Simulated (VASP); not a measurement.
Input of a VASP 6.6.1 run:

The input INCAR:

```
PREC = Accurate
ENCUT = 520
EDIFF = 1E-7
ISMEAR = 0
SIGMA = 0.1
LREAL = False
LASPH = True
NELM = 60
ALGO = Normal
ISIF = 2
LWAVE = False
LCHARG = True
GGA = PE
LELF = True
LVHAR = True
NBANDS = 20
```

Contents of KPOINTS:

```
Automatic mesh
0
Gamma
  14 14 14
```

File POSCAR:

```
PbO2
1.0
    0.0000000000      2.6487147274      2.6487147274
    2.6487147274      0.0000000000      2.6487147274
    2.6487147274      2.6487147274      0.0000000000
Pb O
1 2
Direct
    0.0000000000      0.0000000000      0.0000000000
    0.2500000000      0.2500000000      0.2500000000
    0.7500000000      0.7500000000      0.7500000000
```

Potentials or basis: VASP PAW PBE potentials, release 64 (Pb_d, O).

The run is started by

```bash
$ cat potpaw_PBE.64/Pb_d/POTCAR potpaw_PBE.64/O/POTCAR > POTCAR
$ mpirun -np 1 vasp_std > vasp.out
```

(1) Predict the pressure.

(2) Estimate the band gap on the k mesh.

## Answers

(1) 9.8 GPa.

(2) zero (band 13 reaches 6.44 eV, above the bottom of band 14 at 5.10 eV).

Caveat: spin-orbit coupling is left out, which moves the levels of the heavy elements.
